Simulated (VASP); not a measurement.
Runs of VASP 6.6.1 on Ir. The structure is that of space group Fm-3m (No. 225), or close to it. The cells are those of the table. 

```csv
cell,gap on the mesh (eV),pressure (GPa)
"a = 2.932 Å, angles 60.0°, 1 atom",none,-41.6
"a = 2.553, b = 2.553, c = 2.498 Å, angles 60.7, 60.7, 58.6°, 1 atom",none,147.7
"a = 2.553, b = 2.553, c = 2.606 Å, angles 59.3, 59.3, 61.4°, 1 atom",none,108.8
"a = 2.878, b = 2.878, c = 2.823 Å, angles 60.6, 60.6, 58.7°, 1 atom",none,(b)
"a = 2.823 Å, angles 60.0°, 1 atom",none,-25.4
"a = 2.770, b = 2.770, c = 2.823 Å, angles 59.4, 59.4, 61.3°, 1 atom",none,-15.7
"a = 2.609, b = 2.609, c = 2.498 Å, angles 61.4, 61.4, 57.2°, 1 atom",none,(a)
"a = 2.498 Å, angles 60.0°, 1 atom",none,193.1
```

Alike in all rows: task single point; level PBE; potentials or basis VASP PAW PBE potentials, release 64 (Ir); no spin polarisation; k mesh 22 × 22 × 22; cutoff (eV) 520; smearing gaussian 0.15 eV.

Task: Estimate the missing entries.

Result: (a) 112.1; (b) -31.8.

Caveats: spin-orbit coupling is left out, which moves the levels of the heavy elements; the cell stands under tension (at least some runs); the cell stands under pressure (at least some runs).

A k mesh can miss the band edges, and the runs leave out spin-orbit coupling on Ir.

A gap of «none» marks levels without a gap at the run's occupations.
